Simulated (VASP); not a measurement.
# Ru in VASP: notebook

The runs below take Ru through single point, with PBE.

Program: VASP 6.6.1. These are calculated values, not measurements. Logs are shortened: lines on timing, memory, paths and dates and some standing lists are left out, and cuts for length are marked.

## Step 1: The cell of the first run

The cell holds a slab with vacuum, 15 atoms: a = 5.416 Å, b = 5.416 Å, c = 23.634 Å, α = 90.00°, β = 90.00°, γ = 120.00°.

## Step 2: Single point, PBE (atoms taken out, then relaxed in part)

Contents of INCAR:

```
ALGO = Normal ; DIPOL = 0.5 0.5 0.489
EDIFF = 1E-6 ; ENCUT = 520
GGA = PE ; IDIPOL = 3
ISIF = 2 ; ISMEAR = 0
LASPH = T ; LCHARG = T
LDIPOL = T ; LELF = T
LREAL = Auto ; LVACPOTAV = T
LVHAR = T ; LWAVE = F
NBANDS = 118 ; NELM = 100
PREC = Accurate ; SIGMA = 0.1
```

Contents of KPOINTS:

```
k-points
0
Gamma
  6 6 1
```

Contents of POSCAR:

```
Ru
1.0
    5.4164379434      0.0000000058      0.0000000000
   -2.7082189767      4.6907728541      0.0000000000
    0.0000000000      0.0000000000     23.6337548251
Ru
15
Direct
    0.3333333333      0.1666666667      0.3596550807
    0.3333333333      0.6666666667      0.3596550807
    0.8333333333      0.1666666667      0.3596550807
    0.8333333333      0.6666666667      0.3596550807
    0.1666666667      0.3333333333      0.4532183637
    0.1666666667      0.8333333333      0.4532183637
    0.6666666667      0.3333333333      0.4532183637
    0.6666666667      0.8333333333      0.4532183637
    0.0084833699      0.0042416849      0.5477480985
    0.0000000000      0.5000000000      0.5438903999
    0.4957583151      0.0042416849      0.5477480985
    0.4957583151      0.4915166301      0.5477480985
    0.3439834007      0.6719917004      0.6321871582
    0.8280082996      0.1560165993      0.6321871582
    0.8280082996      0.6719917004      0.6321871582
```

Potentials or basis: VASP PAW PBE potentials, release 64 (Ru_pv).

Launch:

```sh
$ cat potpaw_PBE.64/Ru_pv/POTCAR > POTCAR
$ mpirun -np 1 vasp_std > vasp.out
```

OUTCAR:

```text
EDIFF = 1E-6
   ENCUT = 520
   GGA = PE
   ISIF = 2
   ISMEAR = 0
   LASPH = T
   LREAL = Auto
   NELM = 100
   PREC = Accurate

 ion  position               nearest neighbor table
   1  0.333  0.167  0.360-   2 2.71   2 2.71   3 2.71   3 2.71   4 2.71   4 2.71   5 2.71   6 2.71
                             7 2.71
   2  0.333  0.667  0.360-   1 2.71   1 2.71   4 2.71   4 2.71   3 2.71   3 2.71   6 2.71   5 2.71
                             8 2.71
   3  0.833  0.167  0.360-   4 2.71   4 2.71   1 2.71   1 2.71   2 2.71   2 2.71   7 2.71   8 2.71
                             5 2.71
   4  0.833  0.667  0.360-   3 2.71   3 2.71   2 2.71   2 2.71   1 2.71   1 2.71   8 2.71   7 2.71
                             6 2.71
   5  0.167  0.333  0.453-  10 2.65   6 2.71   6 2.71   7 2.71   7 2.71   8 2.71   8 2.71   1 2.71
                             2 2.71   3 2.71   9 2.72  12 2.72
   6  0.167  0.833  0.453-  10 2.65   5 2.71   5 2.71   8 2.71   8 2.71   7 2.71   7 2.71   2 2.71
                             1 2.71   4 2.71   9 2.72  11 2.72
   7  0.667  0.333  0.453-  10 2.65   8 2.71   8 2.71   5 2.71   5 2.71   6 2.71   6 2.71   3 2.71
                             4 2.71   1 2.71  12 2.72  11 2.72
   8  0.667  0.833  0.453-   7 2.71   7 2.71   6 2.71   6 2.71   5 2.71   5 2.71   4 2.71   3 2.71
                             2 2.71  11 2.75  12 2.75   9 2.75
   9  0.008  0.004  0.548-  15 2.53  14 2.53  11 2.64  12 2.64  10 2.71  10 2.71   6 2.72   5 2.72
                             8 2.75  11 2.78  12 2.78
  10  0.000  0.500  0.544-  14 2.64  13 2.64  15 2.64   6 2.65   7 2.65   5 2.65   9 2.71  12 2.71
                            11 2.71  11 2.71   9 2.71  12 2.71
  11  0.496  0.004  0.548-  13 2.53  14 2.53  12 2.64   9 2.64  10 2.71  10 2.71   7 2.72   6 2.72
                             8 2.75  12 2.78   9 2.78
  12  0.496  0.492  0.548-  15 2.53  13 2.53  11 2.64   9 2.64  10 2.71  10 2.71   7 2.72   5 2.72
                             8 2.75  11 2.78   9 2.78
  13  0.344  0.672  0.632-  11 2.53  12 2.53  15 2.62  14 2.62  10 2.64  15 2.79  14 2.79
  14  0.828  0.156  0.632-  11 2.53   9 2.53  15 2.62  13 2.62  10 2.64  15 2.79  13 2.79
  15  0.828  0.672  0.632-   9 2.53  12 2.53  14 2.62  13 2.62  10 2.64  14 2.79  13 2.79

  LATTYP: Found a hexagonal cell.
 ALAT       =     5.4164379434
 C/A-ratio  =     4.3633389826

  Lattice vectors:

 A1 = (   5.4164379434,   0.0000000058,   0.0000000000)
 A2 = (  -2.7082189767,   4.6907728541,   0.0000000000)
 A3 = (   0.0000000000,   0.0000000000,  23.6337548251)

Analysis of symmetry for initial positions (statically):
=====================================================================
 Subroutine PRICEL returns:
 Original cell was already a primitive cell.

 Routine SETGRP: Setting up the symmetry group for a
 hexagonal supercell.

 Subroutine GETGRP returns: Found  6 space group operations
 (whereof  2 operations were pure point group operations)
 out of a pool of 24 trial point group operations.

The static configuration has the point symmetry C_1h.
 The point group associated with its full space group is C_3v.

Analysis of symmetry for dynamics (positions and initial velocities):
=====================================================================
 Subroutine PRICEL returns:
 Original cell was already a primitive cell.

 Routine SETGRP: Setting up the symmetry group for a
 hexagonal supercell.

 Subroutine GETGRP returns: Found  6 space group operations
 (whereof  2 operations were pure point group operations)
 out of a pool of 24 trial point group operations.

The dynamic configuration has the point symmetry C_1h.
 The point group associated with its full space group is C_3v.

 Subroutine INISYM returns: Found  6 space group operations
 (whereof  2 operations are pure point group operations),
 and found     1 'primitive' translations

----------------------------------------------------------------------------------------

                                     Primitive cell

  volume of cell :     600.4694

  direct lattice vectors                    reciprocal lattice vectors
     5.416437943  0.000000006  0.000000000     0.184623180  0.106592243  0.000000000
    -2.708218977  4.690772854  0.000000000    -0.000000000  0.213184486  0.000000000
     0.000000000  0.000000000 23.633754825     0.000000000  0.000000000  0.042312362

  length of vectors
     5.416437943  5.416437943 23.633754825     0.213184486  0.213184486  0.042312362

  position of ions in fractional coordinates (direct lattice)
[... 58 lines left out ...]
 Found      7 irreducible k-points:

 Following reciprocal coordinates:
            Coordinates               Weight
  0.000000  0.000000  0.000000      1.000000
  0.166667 -0.000000  0.000000      6.000000
  0.333333 -0.000000  0.000000      6.000000
  0.500000  0.000000  0.000000      3.000000
  0.166667  0.166667  0.000000      6.000000
  0.333333  0.166667  0.000000     12.000000
  0.333333  0.333333  0.000000      2.000000
   k-points           NKPTS =      7   k-points in BZ     NKDIM =      7   number of bands    NBANDS=    118
   number of dos      NEDOS =    301   number of ions     NIONS =     15
   total plane-waves  NPLWV = 288000
   dimension x,y,z NGX =    40 NGY =   40 NGZ =  180
   dimension x,y,z NGXF=    80 NGYF=   80 NGZF=  360
   ions per type =              15
   NGX,Y,Z   is equivalent  to a cutoff of  12.28, 12.28, 12.66 a.u.
   NGXF,Y,Z  is equivalent  to a cutoff of  24.55, 24.55, 25.32 a.u.
 SYSTEM =  unknown system
   PREC   = accura    normal or accurate (medium, high low for compatibility)
   ISTART =      0    job   : 0-new  1-cont  2-samecut
   ICHARG =      2    charge: 1-file 2-atom 10-const
   ISPIN  =      1    spin polarized calculation?
   LNONCOLLINEAR =      F non collinear calculations
   LSORBIT =      F    spin-orbit coupling
   LASPH  =      T    aspherical Exc in radial PAW
   ENCUT  =  520.0 eV  38.22 Ry    6.18 a.u.  10.07 10.07 43.94*2*pi/ulx,y,z
   NELM   =    100;   NELMIN=  2; NELMDL= -5     # of ELM steps
   EDIFF  = 0.1E-05   stopping-criterion for ELM
   LREAL  =      T    real-space projection
   EDIFFG = 0.1E-04   stopping-criterion for IOM
   NSW    =      0    number of steps for IOM
   IBRION =     -1    ionic relax: 0-MD 1-quasi-New 2-CG
   NFREE  =      0    steps in history (QN), initial steepest desc. (CG)
   ISIF   =      2    stress and relaxation
   ISYM   =      2    0-nonsym 1-usesym 2-fastsym
   POTIM  = 0.5000    time-step for ionic-motion
   TEBEG  =    0.0;   TEEND  =   0.0 temperature during run
   PSTRESS=    0.0 pullay stress
   NELECT =     210.0000    total number of electrons
   NUPDOWN=      -1.0000    fix difference up-down
   EMIN   =  10.00;   EMAX   =-10.00  energy-range for DOS
   EFERMI =   0.00;   METHOD = LEGACY
   ISMEAR =     0;   SIGMA  =   0.10  broadening in eV -4-tet -1-fermi 0-gaus
   EFERMI_NEDOS =   21; number of points for ismear=-14 and -15
   IALGO  =     38    algorithm
   IMIX   =      4    mixing-type and parameters
     AMIX     =   0.40;   BMIX     =  1.00
     AMIX_MAG =   1.60;   BMIX_MAG =  1.00
  volume/ion in A,a.u.               =      40.03       270.14
  Fermi-wavevector in a.u.,A,eV,Ry     =   1.153412  2.179632 18.100622  1.330358
  Thomas-Fermi vector in A             =   2.290056
   LORBIT       =      0    0 simple, 1 ext, 2 COOP (PROOUT), +10 PAW based schemes
   GGA     = PE    functional components
   LHFCALC =     F    Hartree Fock is set to
   AEXX    =    0.0000 exact exchange contribution
   IVDW    =     0    specifies the selected vdW correction
   LEPSILON=     F    determine dielectric tensor
   LRPA    =     F    only Hartree local field effects (RPA)
 non-spin polarized calculation
 Gauss-broadening in eV      SIGMA  =   0.10
  energy-cutoff  :      520.00
  volume of cell :      600.47
 maximum number of plane-waves:     16212
   NGX = 21   NGY = 21   NGZ = 87

 dipolmoment           0.000000      0.000000      0.207601 electrons x Angstroem

 number of electron     210.0000044 magnetization

 dipolmoment           0.000000      0.000000     -0.068851 electrons x Angstroem

 Free energy of the ion-electron system (eV)
  ---------------------------------------------------
  ext. energy  EPLUGINS =         0.00000000
  ---------------------------------------------------
  free energy    TOTEN  =      -127.16101215 eV

  energy without entropy =     -127.03172457  energy(sigma->0) =     -127.09636836

 E-fermi :   1.2575     XC(G=0):  -5.7628

 val. band max:        1.2313022422   @ k =   0.3333  -0.0000   0.0000
 cond. band min:       1.2581183517   @ k =   0.3333  -0.0000   0.0000
 fundamental gap:      0.0268161095
 Fermi energy:         1.2574917860

 k-point     1 :       0.0000    0.0000    0.0000
  band No.  band energies     occupation
      1     -42.2514      2.00000
      2     -42.2227      2.00000
      3     -42.2227      2.00000
      4     -42.1537      2.00000
      5     -42.1506      2.00000
      6     -42.1506      2.00000
[... 829 lines left out ...]
    116       1.9881      0.00000
    117       2.0830      0.00000
 [bands above 117 left out]

------------------------ aborting loop because EDIFF is reached ----------------------------------------

  FORCE on cell =-STRESS in cart. coord.  units (eV):
  Direction    XX          YY          ZZ          XY          YZ          ZX
  --------------------------------------------------------------------------------------
  -------------------------------------------------------------------------------------
  Total      -15.1512189    -15.1512189     -8.8026952     -0.0000000     -0.0000000     -0.0000000
  in kB      -40.4266033    -40.4266033    -23.4874216     -0.0000000     -0.0000000     -0.0000000
  external PRESSURE =     -34.7802094 kB  Pullay stress =       0.0000000 kB

 VOLUME and BASIS-vectors are now :
 -----------------------------------------------------------------------------
  energy-cutoff  :      520.00
  volume of cell :      600.47
      direct lattice vectors                 reciprocal lattice vectors
     5.416437943  0.000000006  0.000000000     0.184623180  0.106592243  0.000000000
    -2.708218977  4.690772854  0.000000000    -0.000000000  0.213184486  0.000000000
     0.000000000  0.000000000 23.633754825     0.000000000  0.000000000  0.042312362

 POSITION                                       TOTAL-FORCE (eV/Angst)
 -----------------------------------------------------------------------------------
      1.35411      0.78180      8.50000        -0.000000      0.000000      0.760238
     -0.00000      3.12718      8.50000        -0.043242     -0.024966      1.064499
      4.06233      0.78180      8.50000        -0.000000      0.049932      1.064499
      2.70822      3.12718      8.50000         0.043242     -0.024966      1.064499
     -0.00000      1.56359     10.71125         0.017173     -0.009915     -1.288274
     -1.35411      3.90898     10.71125        -0.000000      0.019829     -1.288274
      2.70822      1.56359     10.71125        -0.017173     -0.009915     -1.288274
      1.35411      3.90898     10.71125        -0.000000      0.000000     -0.108808
      0.03446      0.01990     12.94534         0.001988      0.001148     -0.006242
     -1.35411      2.34539     12.85417        -0.000000      0.000000     -0.002217
      2.67376      0.01990     12.94534        -0.001988      0.001148     -0.006242
      1.35411      2.30559     12.94534         0.000000     -0.002295     -0.006242
      0.04326      3.15216     14.94096        -0.007805     -0.004506      0.013613
      4.06233      0.73184     14.94096        -0.000000      0.009012      0.013613
      2.66495      3.15216     14.94096         0.007805     -0.004506      0.013613
 -----------------------------------------------------------------------------------
    total drift:                               -0.000004      0.000002      0.004384

  FREE ENERGIE OF THE ION-ELECTRON SYSTEM (eV)
  ---------------------------------------------------
  free  energy   TOTEN  =      -127.1610121453 eV

  energy  without entropy=     -127.0317245696  energy(sigma->0) =     -127.09636836

 vacuum level on the upper side and lower side of the slab         5.752         6.242
```

It took 19 min on 1 thread of Intel Xeon Platinum 8488C (Sapphire Rapids), shared host; peak memory 0.74 GiB.

What came out:

* Free energy: -127.1610 eV
* Largest force: 1.288 eV/Å
* Band gap on the k mesh: zero (bands 105 and 106 overlap by 0.96 eV)

Forces in eV/Å, atoms in the order of the input:
```
Ru   0.000  0.000  0.760
Ru  -0.043 -0.025  1.064
Ru   0.000  0.050  1.064
Ru   0.043 -0.025  1.064
Ru   0.017 -0.010 -1.288
Ru   0.000  0.020 -1.288
Ru  -0.017 -0.010 -1.288
Ru   0.000  0.000 -0.109
Ru   0.002  0.001 -0.006
Ru   0.000  0.000 -0.002
Ru  -0.002  0.001 -0.006
Ru   0.000 -0.002 -0.006
Ru  -0.008 -0.005  0.014
Ru   0.000  0.009  0.014
Ru   0.008 -0.005  0.014
```

Levels at points of the mesh, in eV from the Fermi level:
```tsv
k point	band 101	band 102	band 103	band 104	band 105	band 106	band 107	band 108	band 109	band 110
(0.00, 0.00, 0.00)	0.25	0.33	0.48	0.48	0.65	0.65	0.80	1.06	1.06	1.24
(0.50, 0.00, 0.00)	-0.67	-0.53	-0.52	-0.48	-0.44	-0.31	-0.28	-0.14	-0.06	-0.05
```

Caveat: the cell differs from its parent crystal (atoms taken out, then relaxed in part).

## Step 3: Single point, PBE (atoms taken out)

Contents of INCAR:

```
ALGO = Normal ; DIPOL = 0.5 0.5 0.489
EDIFF = 1E-6 ; ENCUT = 400
GGA = PE ; GGA_COMPAT = False
IDIPOL = 3 ; ISIF = 2
ISMEAR = 0 ; LASPH = True
LCHARG = True ; LDIPOL = True
LELF = True ; LREAL = False
LVACPOTAV = True ; LVHAR = True
LWAVE = False ; NBANDS = 118
NELM = 120 ; NELMDL = -8
PREC = Accurate ; SIGMA = 0.1
```

Contents of KPOINTS:

```
k-points
0
Gamma
  12 12 1
```

Contents of POSCAR:

```
Ru
1.0
    5.4164379400      0.0000000000      0.0000000000
   -2.7082189800      4.6907728600      0.0000000000
    0.0000000000      0.0000000000     23.6337548251
Ru
15
Direct
    0.3333333337      0.1666666669      0.3596550807
    0.3333333337      0.6666666662      0.3596550807
    0.8333333344      0.1666666675      0.3596550807
    0.8333333344      0.6666666669      0.3596550807
    0.1666666669      0.3333333331      0.4532183637
    0.1666666669      0.8333333325      0.4532183637
    0.6666666675      0.3333333337      0.4532183637
    0.6666666675      0.8333333331      0.4532183637
    0.0084833699      0.0042416849      0.5477480985
    0.0000000000      0.4999999994      0.5438903999
    0.4957583157      0.0042416855      0.5477480985
    0.4957583157      0.4915166301      0.5477480985
    0.3439834011      0.6719916999      0.6321871582
    0.8280083007      0.1560166001      0.6321871582
    0.8280083007      0.6719917005      0.6321871582
```

Potentials or basis: VASP PAW PBE potentials, release 64 (Ru_pv).

Launch:

```sh
$ cat potpaw_PBE.64/Ru_pv/POTCAR > POTCAR
$ mpirun -np 1 vasp_std > vasp.out
```

Run time: 33 min. Hardware: 1 thread of Intel Xeon 6975P-C (Granite Rapids), shared host; peak memory 0.84 GiB.

The run converged. Its results:

| Property | Result |
| --- | --- |
| Free energy | -127.1226 eV |
| Largest force | 1.329 eV/Å |
| Band gap on the k mesh | zero (bands 105 and 106 overlap by 0.96 eV) |

Forces on the atoms (eV/Å):
```
Ru   0.000  0.000  0.802
Ru   0.000  0.000  1.032
Ru   0.000  0.000  1.032
Ru   0.000  0.000  1.032
Ru   0.043 -0.025 -1.328
Ru   0.000  0.050 -1.328
Ru  -0.043 -0.025 -1.328
Ru   0.000  0.000 -0.147
Ru   0.034  0.020  0.047
Ru   0.000  0.000  0.069
Ru  -0.034  0.020  0.047
Ru   0.000 -0.039  0.047
Ru  -0.009 -0.005  0.007
Ru   0.000  0.011  0.007
Ru   0.009 -0.005  0.007
```

Levels at points of the mesh, in eV from the Fermi level:
| k point | band 103 | band 104 | band 105 | band 106 | band 107 | band 108 | band 109 | band 110 |
| --- | --- | --- | --- | --- | --- | --- | --- | --- |
| (0.00, 0.00, 0.00) | 0.48 | 0.48 | 0.65 | 0.65 | 0.81 | 1.07 | 1.07 | 1.25 |
| (0.50, 0.00, 0.00) | -0.51 | -0.48 | -0.43 | -0.31 | -0.27 | -0.14 | -0.05 | -0.04 |

Caveat: the cell differs from its parent crystal (atoms taken out).

The gap in the log of VASP goes by the Fermi energy; the results here count the filled bands.